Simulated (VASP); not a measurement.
The system is NaCl.

```
Na Cl
1.0
     2.86000    0.00000    0.00000
     0.00000    2.86000    0.00000
     0.00000    0.00000    2.86000
Na Cl
1 1
Direct
  0.00000 0.00000 0.00000
  0.50000 0.50000 0.50000
```

Base run:

| Property | Result |
| --- | --- |
| Program | VASP 6.6.1 |
| Functional | PBEsol |
| Potentials or basis | VASP PAW PBE potentials, release 64 (Na_pv, Cl) |
| Cutoff | 520 eV |
| k mesh | 8 × 8 × 8 |
| Occupations | fermi-dirac, width 0.02 eV |
| Spin | no spin polarisation |

Its results: band gap on the k mesh 4.20 eV, direct; pressure 60.1 GPa.

Task: The run is repeated on the same cell with these changes: functional from PBEsol to PBE; cutoff from 520 eV to 400 eV. What comes out?

Result: Band gap on the k mesh 4.42 eV, direct; pressure 64.9 GPa.

PBE binds less tightly than PBEsol, so the same cell stands under more pressure.

Caveats: the PAW data sets were made with another functional, which shifts forces and pressure a little (some runs).

A k mesh can miss the band edges.
